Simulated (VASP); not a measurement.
# TePt (R-3m) in VASP: notebook

TePt is run at these levels: r2SCAN; tasks: single point.

Program: VASP 6.6.1. These are calculated values, not measurements. Logs are shortened: lines on timing, memory, paths and dates and some standing lists are left out, and cuts for length are marked.

**1. The cell of the first run**

The structure is trigonal, space group R-3m (No. 166). Conventional cell: a = 3.963 Å, b = 3.963 Å, c = 19.983 Å, α = 90.00°, β = 90.00°, γ = 120.00°. Te (site symmetry 3m) has 3 Pt at 2.59 Å within 3.4 Å. Within 3.4 Å of Pt (site symmetry 3m) lie 3 Te at 2.59 Å and 3 Pt at 2.72 Å.

**2. Single point, r2SCAN**

The input, POSCAR:

```
TePt
1.0
    1.9815661262      1.1440577364      6.6610305258
   -1.9815661262      1.1440577364      6.6610305258
    0.0000000000     -2.2881154728      6.6610305258
Te Pt
2 2
Direct
    0.5980000000      0.5980000000      0.5980000000
    0.4020000000      0.4020000000      0.4020000000
    0.8703333333      0.8703333333      0.8703333333
    0.1296666667      0.1296666667      0.1296666667
```

The input, INCAR.step1:

```
ALGO = Normal
EDIFF = 1E-4
ENCUT = 520
GGA = PE
ISMEAR = 0
LASPH = T
LCHARG = F
LREAL = F
LWAVE = T
NBANDS = 24
NELM = 80
PREC = Accurate
SIGMA = 0.1
```

The input, INCAR.step2:

```
ALGO = Normal
EDIFF = 1E-6
ENCUT = 520
ISIF = 2
ISMEAR = 0
ISTART = 1
LASPH = T
LCHARG = T
LELF = T
LMIXTAU = T
LREAL = F
LVHAR = T
LWAVE = F
METAGGA = R2SCAN
NBANDS = 24
NELM = 80
PREC = Accurate
SIGMA = 0.1
```

The input, KPOINTS:

```
k-points
0
Gamma
  3 3 3
```

Potentials or basis: VASP PAW PBE potentials, release 64 (Te, Pt).

Command:

```console
$ cat potpaw_PBE.64/Te/POTCAR potpaw_PBE.64/Pt/POTCAR > POTCAR
$ cp INCAR.step1 INCAR
$ mpirun -np 1 vasp_std > vasp.out
$ cp INCAR.step2 INCAR
$ mpirun -np 1 vasp_std > vasp.out
```

OUTCAR:

```text
EDIFF = 1E-6
   ENCUT = 520
   ISIF = 2
   ISMEAR = 0
   ISTART = 1
   LASPH = T
   LREAL = F
   METAGGA = R2SCAN
   NELM = 80
   PREC = Accurate

 ion  position               nearest neighbor table
   1  0.598  0.598  0.598-   3 2.59   3 2.59   3 2.59   4 3.54   4 3.54   4 3.54   2 3.57   2 3.57
                             2 3.57
   2  0.402  0.402  0.402-   4 2.59   4 2.59   4 2.59   3 3.54   3 3.54   3 3.54   1 3.57   1 3.57
                             1 3.57
   3  0.870  0.870  0.870-   1 2.59   1 2.59   1 2.59   4 2.72   4 2.72   4 2.72   2 3.54   2 3.54
                             2 3.54
   4  0.130  0.130  0.130-   2 2.59   2 2.59   2 2.59   3 2.72   3 2.72   3 2.72   1 3.54   1 3.54
                             1 3.54

  LATTYP: Found a trigonal (rhomboedric) cell.
 ALAT       =     7.0430675194
 COS(alpha) =     0.8416845021

  Lattice vectors:

 A1 = (   1.9815661262,   1.1440577364,   6.6610305258)
 A2 = (  -1.9815661262,   1.1440577364,   6.6610305258)
 A3 = (   0.0000000000,  -2.2881154728,   6.6610305258)

Analysis of symmetry for initial positions (statically):
=====================================================================
 Subroutine PRICEL returns:
 Original cell was already a primitive cell.

 Routine SETGRP: Setting up the symmetry group for a
 trigonal (rhombohedral) supercell.

 Subroutine GETGRP returns: Found 12 space group operations
 (whereof 12 operations were pure point group operations)
 out of a pool of 12 trial point group operations.

The static configuration has the point symmetry D_3d.

Analysis of symmetry for dynamics (positions and initial velocities):
=====================================================================
 Subroutine PRICEL returns:
 Original cell was already a primitive cell.

 Routine SETGRP: Setting up the symmetry group for a
 trigonal (rhombohedral) supercell.

 Subroutine GETGRP returns: Found 12 space group operations
 (whereof 12 operations were pure point group operations)
 out of a pool of 12 trial point group operations.

The dynamic configuration has the point symmetry D_3d.

 Subroutine INISYM returns: Found 12 space group operations
 (whereof 12 operations are pure point group operations),
 and found     1 'primitive' translations

----------------------------------------------------------------------------------------

                                     Primitive cell

  volume of cell :      90.6044

  direct lattice vectors                    reciprocal lattice vectors
     1.981566126  1.144057736  6.661030526     0.252325670  0.145680293  0.050042307
    -1.981566126  1.144057736  6.661030526    -0.252325670  0.145680293  0.050042307
     0.000000000 -2.288115473  6.661030526     0.000000000 -0.291360587  0.050042307

  length of vectors
     7.043067519  7.043067519  7.043067519     0.295626832  0.295626832  0.295626832

  position of ions in fractional coordinates (direct lattice)
     0.598000000  0.598000000  0.598000000
     0.402000000  0.402000000  0.402000000
     0.870333333  0.870333333  0.870333333
     0.129666667  0.129666667  0.129666667

  ion indices of the primitive-cell ions
   primitive index   ion index
                 1           1
                 2           2
                 3           3
                 4           4

----------------------------------------------------------------------------------------

 KPOINTS: k-points

Automatic generation of k-mesh.
 Grid dimensions read from file:
 generate k-points for:    3    3    3

 Generating k-lattice:

  Cartesian coordinates                     Fractional coordinates (reciprocal lattice)
     0.084108557  0.048560098  0.016680769     0.333333333  0.000000000  0.000000000
    -0.084108557  0.048560098  0.016680769     0.000000000  0.333333333  0.000000000
     0.000000000 -0.097120196  0.016680769     0.000000000  0.000000000  0.333333333

  Length of vectors
     0.098542277  0.098542277  0.098542277

  Shift w.r.t. Gamma in fractional coordinates (k-lattice)
     0.000000000  0.000000000  0.000000000

 Subroutine IBZKPT returns following result:
 ===========================================

 Found      6 irreducible k-points:

 Following reciprocal coordinates:
            Coordinates               Weight
  0.000000  0.000000  0.000000      1.000000
  0.333333  0.000000  0.000000      6.000000
  0.333333  0.333333  0.000000      6.000000
 -0.333333  0.333333  0.000000      6.000000
  0.333333  0.333333  0.333333      2.000000
 -0.333333  0.333333  0.333333      6.000000
   k-points           NKPTS =      6   k-points in BZ     NKDIM =      6   number of bands    NBANDS=     24
   number of dos      NEDOS =    301   number of ions     NIONS =      4
   total plane-waves  NPLWV = 157464
   dimension x,y,z NGX =    54 NGY =   54 NGZ =   54
   dimension x,y,z NGXF=   108 NGYF=  108 NGZF=  108
   ions per type =               2   2
   NGX,Y,Z   is equivalent  to a cutoff of  12.75, 12.75, 12.75 a.u.
   NGXF,Y,Z  is equivalent  to a cutoff of  25.49, 25.49, 25.49 a.u.
 SYSTEM =  unknown system
   PREC   = accura    normal or accurate (medium, high low for compatibility)
   ISTART =      1    job   : 0-new  1-cont  2-samecut
   ICHARG =      0    charge: 1-file 2-atom 10-const
   ISPIN  =      1    spin polarized calculation?
   LNONCOLLINEAR =      F non collinear calculations
   LSORBIT =      F    spin-orbit coupling
   LASPH  =      T    aspherical Exc in radial PAW
   ENCUT  =  520.0 eV  38.22 Ry    6.18 a.u.  13.10 13.10 13.10*2*pi/ulx,y,z
   NELM   =     80;   NELMIN=  2; NELMDL=  0     # of ELM steps
   EDIFF  = 0.1E-05   stopping-criterion for ELM
   LREAL  =      F    real-space projection
   EDIFFG = 0.1E-04   stopping-criterion for IOM
   NSW    =      0    number of steps for IOM
   IBRION =     -1    ionic relax: 0-MD 1-quasi-New 2-CG
   NFREE  =      0    steps in history (QN), initial steepest desc. (CG)
   ISIF   =      2    stress and relaxation
   ISYM   =      2    0-nonsym 1-usesym 2-fastsym
   POTIM  = 0.5000    time-step for ionic-motion
   TEBEG  =    0.0;   TEEND  =   0.0 temperature during run
   PSTRESS=    0.0 pullay stress
   NELECT =      32.0000    total number of electrons
   NUPDOWN=      -1.0000    fix difference up-down
   EMIN   =  10.00;   EMAX   =-10.00  energy-range for DOS
   EFERMI =   0.00;   METHOD = LEGACY
   ISMEAR =     0;   SIGMA  =   0.10  broadening in eV -4-tet -1-fermi 0-gaus
   EFERMI_NEDOS =   21; number of points for ismear=-14 and -15
   IALGO  =     38    algorithm
   IMIX   =      4    mixing-type and parameters
     AMIX     =   0.40;   BMIX     =  1.00
     AMIX_MAG =   1.60;   BMIX_MAG =  1.00
  volume/ion in A,a.u.               =      22.65       152.86
  Fermi-wavevector in a.u.,A,eV,Ry     =   1.157200  2.186791 18.219723  1.339112
  Thomas-Fermi vector in A             =   2.293814
   LORBIT       =      0    0 simple, 1 ext, 2 COOP (PROOUT), +10 PAW based schemes
   METAGGA = R2SCAN    functional components
   LHFCALC =     F    Hartree Fock is set to
   AEXX    =    0.0000 exact exchange contribution
   IVDW    =     0    specifies the selected vdW correction
   LEPSILON=     F    determine dielectric tensor
   LRPA    =     F    only Hartree local field effects (RPA)
 non-spin polarized calculation
 Gauss-broadening in eV      SIGMA  =   0.10
  energy-cutoff  :      520.00
  volume of cell :       90.60
 maximum number of plane-waves:      2458
 NGX is ok and might be reduce to    54
   NGX = 27   NGY = 27   NGZ = 27

 number of electron      32.0000000 magnetization

 Free energy of the ion-electron system (eV)
  ---------------------------------------------------
  ext. energy  EPLUGINS =         0.00000000
  ---------------------------------------------------
  free energy    TOTEN  =      -155.34746886 eV

  energy without entropy =     -155.33951460  energy(sigma->0) =     -155.34349173

 E-fermi :   8.0751     XC(G=0): -11.5666

 val. band max:        7.8452721478   @ k =  -0.3333   0.3333   0.3333
 cond. band min:       8.1433352366   @ k =   0.3333   0.0000   0.0000
 fundamental gap:      0.2980630889
 Fermi energy:         8.0751300453

 k-point     1 :       0.0000    0.0000    0.0000
  band No.  band energies     occupation
      1      -5.5680      2.00000
      2      -3.9418      2.00000
      3       1.2410      2.00000
      4       2.6008      2.00000
      5       2.6008      2.00000
      6       3.2672      2.00000
      7       3.2672      2.00000
      8       3.7302      2.00000
      9       5.1299      2.00000
     10       5.1299      2.00000
     11       6.1953      2.00000
     12       6.1953      2.00000
     13       6.4885      2.00000
     14       8.9993      0.00000
     15       8.9993      0.00000
     16       9.1777      0.00000
     17       9.8286      0.00000
     18      11.3206      0.00000
     19      11.3206      0.00000
     20      13.3694      0.00000
     21      14.7536      0.00000
     22      14.9473      0.00000
     23      14.9473      0.00000
     24      16.7977      0.00000

 k-point     2 :       0.3333    0.0000    0.0000
  band No.  band energies     occupation
      1      -4.5720      2.00000
      2      -3.5934      2.00000
      3       1.6208      2.00000
      4       1.9318      2.00000
      5       2.9258      2.00000
      6       3.6423      2.00000
      7       4.0329      2.00000
      8       4.1032      2.00000
      9       4.5351      2.00000
     10       4.5848      2.00000
     11       5.5734      2.00000
     12       5.8504      2.00000
     13       6.1355      2.00000
     14       6.3062      2.00000
     15       6.7980      2.00000
     16       8.1433      0.33476
     17       9.1983      0.00000
     18       9.8373      0.00000
     19      11.6196      0.00000
     20      12.5760      0.00000
     21      13.7195      0.00000
     22      16.2158      0.00000
     23      16.7604      0.00000
     24      17.5124      0.00000

 k-point     3 :       0.3333    0.3333    0.0000
  band No.  band energies     occupation
      1      -4.4587      2.00000
      2      -3.7703      2.00000
      3       1.8424      2.00000
      4       2.3513      2.00000
      5       2.9450      2.00000
      6       3.0023      2.00000
      7       4.1192      2.00000
      8       4.1641      2.00000
      9       4.3092      2.00000
     10       4.5693      2.00000
     11       5.3331      2.00000
     12       5.8266      2.00000
     13       6.0363      2.00000
     14       6.3339      2.00000
     15       7.2912      2.00000
     16       7.8180      1.99972
     17       9.1191      0.00000
     18      10.5200      0.00000
     19      11.8853      0.00000
     20      13.2296      0.00000
     21      13.9583      0.00000
     22      14.8459      0.00000
     23      15.3074      0.00000
     24      16.5404      0.00000

 k-point     4 :      -0.3333    0.3333    0.0000
  band No.  band energies     occupation
      1      -3.8023      2.00000
      2      -3.5285      2.00000
      3       2.1730      2.00000
      4       2.4935      2.00000
      5       2.5529      2.00000
      6       2.7697      2.00000
      7       3.4033      2.00000
      8       4.3275      2.00000
      9       4.6095      2.00000
     10       4.7353      2.00000
     11       5.2795      2.00000
     12       5.4509      2.00000
     13       5.8274      2.00000
     14       6.1039      2.00000
     15       6.7838      2.00000
     16       7.3258      2.00000
     17       7.3948      2.00000
     18       9.7390      0.00000
     19      11.6570      0.00000
     20      12.7079      0.00000
     21      15.1911      0.00000
     22      16.2569      0.00000
     23      16.8843      0.00000
     24      17.5785      0.00000

 k-point     5 :       0.3333    0.3333    0.3333
  band No.  band energies     occupation
      1      -5.2637      2.00000
      2      -4.4756      2.00000
      3       2.1287      2.00000
      4       2.6241      2.00000
      5       2.6241      2.00000
      6       3.2176      2.00000
      7       3.2176      2.00000
      8       3.5437      2.00000
      9       5.1373      2.00000
     10       5.1373      2.00000
     11       6.2094      2.00000
     12       6.2094      2.00000
     13       6.5078      2.00000
     14       7.1086      2.00000
     15       9.3700      0.00000
     16       9.3700      0.00000
     17      10.6743      0.00000
     18      10.6743      0.00000
     19      11.6236      0.00000
     20      13.1952      0.00000
     21      14.1025      0.00000
     22      15.3233      0.00000
     23      15.3233      0.00000
     24      16.9212      0.00000

 k-point     6 :      -0.3333    0.3333    0.3333
  band No.  band energies     occupation
      1      -4.3172      2.00000
      2      -3.9366      2.00000
      3       1.5626      2.00000
      4       2.4012      2.00000
      5       2.8472      2.00000
      6       3.2828      2.00000
      7       4.0983      2.00000
      8       4.2855      2.00000
      9       4.3494      2.00000
     10       4.5723      2.00000
     11       5.6081      2.00000
     12       5.7847      2.00000
     13       6.3219      2.00000
     14       6.9531      2.00000
     15       7.3334      2.00000
     16       7.5432      2.00000
     17       7.8453      1.99885
     18      10.6073      0.00000
     19      10.7909      0.00000
     20      13.5176      0.00000
     21      14.0482      0.00000
     22      15.2605      0.00000
     23      16.1541      0.00000
     24      17.2217      0.00000

------------------------ aborting loop because EDIFF is reached ----------------------------------------

  FORCE on cell =-STRESS in cart. coord.  units (eV):
  Direction    XX          YY          ZZ          XY          YZ          ZX
  --------------------------------------------------------------------------------------
  -------------------------------------------------------------------------------------
  Total        1.3243897      1.3243897      1.8482186      0.0000000     -0.0000000     -0.0000000
  in kB       23.4194763     23.4194763     32.6824596      0.0000000     -0.0000000     -0.0000000
  external PRESSURE =      26.5071374 kB  Pullay stress =       0.0000000 kB

 VOLUME and BASIS-vectors are now :
 -----------------------------------------------------------------------------
  energy-cutoff  :      520.00
  volume of cell :       90.60
      direct lattice vectors                 reciprocal lattice vectors
     1.981566126  1.144057736  6.661030526     0.252325670  0.145680293  0.050042307
    -1.981566126  1.144057736  6.661030526    -0.252325670  0.145680293  0.050042307
     0.000000000 -2.288115473  6.661030526     0.000000000 -0.291360587  0.050042307

 POSITION                                       TOTAL-FORCE (eV/Angst)
 -----------------------------------------------------------------------------------
      0.00000      0.00000     11.94989         0.000000      0.000000      0.081795
      0.00000      0.00000      8.03320         0.000000     -0.000000     -0.081795
      0.00000      0.00000     17.39195         0.000000      0.000000      0.076813
      0.00000      0.00000      2.59114         0.000000      0.000000     -0.076813
 -----------------------------------------------------------------------------------
    total drift:                                0.000000     -0.000000      0.000000

  FREE ENERGIE OF THE ION-ELECTRON SYSTEM (eV)
  ---------------------------------------------------
  free  energy   TOTEN  =      -155.3474688550 eV

  energy  without entropy=     -155.3395145985  energy(sigma->0) =     -155.34349173
```

It took 4.1 min on 1 thread of Intel Xeon Platinum 8175M at 2.50GHz (Skylake/Cascade Lake), shared host; peak memory 0.42 GiB.

What came out:

```yaml
Free_energy: -155.3475 eV
Pressure: 2.7 GPa
Largest_force: 0.082 eV/Å
Band_gap_on_the_k_mesh: zero (band 16 reaches 9.37 eV, above the bottom of band 17 at 7.39 eV)
```

Forces on the atoms (eV/Å):
```
Te   0.000  0.000  0.082
Te   0.000  0.000 -0.082
Pt   0.000  0.000  0.077
Pt   0.000  0.000 -0.077
```

Stress tensor (GPa, compression positive):
```
2.34 0.00 0.00
0.00 2.34 0.00
0.00 0.00 3.27
```

Levels at points of the mesh, in eV from the Fermi level:
```csv
k point,band 13,band 14,band 15,band 16,band 17,band 18
"(0.00, 0.00, 0.00)",-1.59,0.92,0.92,1.10,1.75,3.25
```

Caveat: the k points lie up to 0.62 Å⁻¹ apart; the PAW data sets were made with another functional, which shifts forces and pressure a little; spin-orbit coupling is left out, which moves the levels of the heavy elements.

[end of part 1 of 2]
